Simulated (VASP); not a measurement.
**Be: single point with r2SCAN**

Be:

```
CELL_PARAMETERS angstrom
2.22769 0.00000 0.00000
0.00000 2.22769 0.00000
0.00000 0.00000 2.22769
ATOMIC_POSITIONS crystal
Be 0.00000 0.00000 0.00000
```

This cell differs from its parent crystal: volume scaled by 1.08.

```json
{"Program": "VASP 6.6.1", "Task": "single point", "Functional": "r2SCAN", "Potentials or basis": "VASP PAW PBE potentials, release 64 (Be)", "Cutoff": "520 eV", "k mesh": "16 × 16 × 16", "Occupations": "fermi-dirac, width 0.1 eV", "Spin": "no spin polarisation", "Dipole correction": "no", "Further INCAR settings": "ALGO = Normal; EDIFF = 1e-06; NBANDS = 7"}
```

```yaml
Pressure: -5.1 GPa
Band_gap_on_the_k_mesh: zero (band 1 reaches 10.04 eV, above the bottom of band 2 at 2.30 eV)
```

Levels at points of the mesh, in eV from the Fermi level:
| k point | band 1 | band 2 | band 3 | band 4 |
| --- | --- | --- | --- | --- |
| (0.00, 0.00, 0.00) | -10.06 | 14.03 | 14.03 | 14.03 |
| (0.50, 0.00, 0.00) | -4.67 | -2.00 | 17.80 | 17.80 |
| (0.50, 0.50, 0.00) | 0.87 | 0.87 | 6.67 | 7.04 |
| (0.50, 0.50, 0.50) | 5.74 | 5.74 | 5.74 | 13.37 |

Run time: 15 s on 1 thread of Intel(R) Xeon(R) 6975P-C (Granite Rapids), with other jobs on the host, peak memory 0.12 GiB.

Caveat: the PAW data sets were made with another functional, which shifts forces and pressure a little.
